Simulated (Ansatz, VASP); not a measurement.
**One calculation of Cd2CuB2, two programs**

```xyz
5
Lattice="3.3906 0.0000 0.0000 -1.6953 2.9363 0.0000 0.0000 0.0000 9.0531" Properties=species:S:1:pos:R:3 pbc="T T T"
Cd    0.0000    0.0000    6.0288
Cd    0.0000    0.0000    3.0243
Cu    0.0000    0.0000    0.0000
B     0.0000    1.9575    0.0000
B     1.6953    0.9788    0.0000
```

Alike in both runs: functional PBE; k mesh 12 × 12 × 4; occupations gaussian, width 0.1 eV; no spin polarisation.

Ansatz relaxed the structure, and its values are those at the end. VASP's run is a single point on that final structure, the one shown.

|  | VASP | Ansatz |
| --- | --- | --- |
| version | VASP 6.6.1 | Ansatz 0.2.0 |
| potentials or method | VASP PAW PBE potentials, release 64 (Cd, Cu, B), cutoff 520 eV | scalar-relativistic, plane waves, PAW |
| valence electrons in the cell | 41 | 65 |

|  | VASP | Ansatz | Ansatz less VASP |
| --- | --- | --- | --- |
| gap on the k mesh at the Fermi level (eV) | none | none | - |
| pressure (GPa) | 0.1 | 0.0 | -0.12 |
| rms of the force components (eV/Å) | 0.003 | 0.001 | -0.0020 |

A gap of «none» marks a metal or a gap that the smearing closes. VASP's potentials hold 41 valence electrons a cell and Ansatz's 65, so a difference there can come from the potentials and not from the codes.
